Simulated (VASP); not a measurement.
CdS, 2 atoms in the cell. It takes space group I-4m2 (No. 119, tetragonal). The conventional cell has a = 3.873 Å, b = 3.873 Å, c = 6.572 Å, α = 90.00°, β = 90.00°, γ = 90.00°. Within 3.4 Å of Cd (site symmetry -4m2) lie 4 S at 2.54 Å. S (site symmetry -4m2) has 4 Cd at 2.54 Å within 3.4 Å.  This cell differs from its parent crystal: ratio of the length along z to the lengths across it x 1.2, volume and fractional coordinates fixed.

* Program: VASP 6.6.1
* Task: single point
* Functional: r2SCAN
* Potentials or basis: VASP PAW PBE potentials, release 64 (Cd, S)
* Cutoff: 520 eV
* k mesh: 10 × 10 × 10
* Occupations: gaussian, width 0.05 eV
* Spin: no spin polarisation
* Dipole correction: no
* Further INCAR settings: ALGO = Normal; EDIFF = 1e-07; NBANDS = 16

Potentials or basis: VASP PAW PBE potentials, release 64 (Cd, S).

The run is started by

```bash
$ cat potpaw_PBE.64/Cd/POTCAR potpaw_PBE.64/S/POTCAR > POTCAR
$ cp INCAR.step1 INCAR
$ mpirun -np 1 vasp_std > vasp.out
$ cp INCAR.step2 INCAR
$ mpirun -np 1 vasp_std > vasp.out
```

Hardware: 1 thread of Intel Xeon 8259CL, with other jobs on the host.

Q: How long does it take, and how much memory?

A: Run time: 4.5 min on 1 thread of Intel Xeon 8259CL, with other jobs on the host, peak memory 0.23 GiB. Counts: k points 102.
